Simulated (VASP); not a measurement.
Set up this calculation in VASP 6.6.1, as the native input.

```
Task                   : single point
Functional             : PBE
Potentials or basis    : VASP PAW PBE potentials, release 64 (Ni)
Cutoff                 : 520 eV
k mesh                 : 1 × 1 × 15
Occupations            : gaussian, width 0.05 eV
Spin                   : collinear spin, ferromagnetic start
Starting moments       : [1.5, 1.5] μB
Dipole correction      : no
Further INCAR settings : ALGO = Normal; EDIFF = 1e-07; NBANDS = 21
```

The structure of Ni lies in POSCAR:

```
Ni
1.0
    9.0000000000      0.0000000000      0.0000000000
    0.0000000000      9.3000000000      0.0000000000
    0.0000000000      0.0000000000      4.4782882342
Ni
2
Direct
    0.5000000000      0.5000000000      0.0000000000
    0.5000000000      0.5000000000      0.4650000000
```

One way to write it, as run:

INCAR

```
  ALGO = Normal
  EDIFF = 1E-7
  ENCUT = 520
  GGA = PE
  ISIF = 2
  ISMEAR = 0
  ISPIN = 2
  LASPH = T
  LCHARG = F
  LMAXMIX = 4
  LORBIT = 11
  LREAL = F
  LWAVE = F
  MAGMOM = 1.5 1.5
  NBANDS = 21
  NELM = 150
  PREC = Accurate
  SIGMA = 0.05
```

KPOINTS

```
k-points
0
Gamma
  1 1 15
```

Potentials or basis: VASP PAW PBE potentials, release 64 (Ni).

Launch:

```console
$ cat potpaw_PBE.64/Ni/POTCAR > POTCAR
$ mpirun -np 1 vasp_std > vasp.out
```

It gave:

| Item | Value |
| --- | --- |
| Largest force | 1.409 eV/Å |
| Net moment | 2.27 μB per cell |
| Site moments | Ni +1.10 μB |
| Valence electrons inside the program's atomic spheres | Ni 8.99 |

Run time: 2.3 min on 1 thread of Intel(R) Xeon(R) 6975P-C (Granite Rapids) (shared host), peak memory 0.58 GiB.
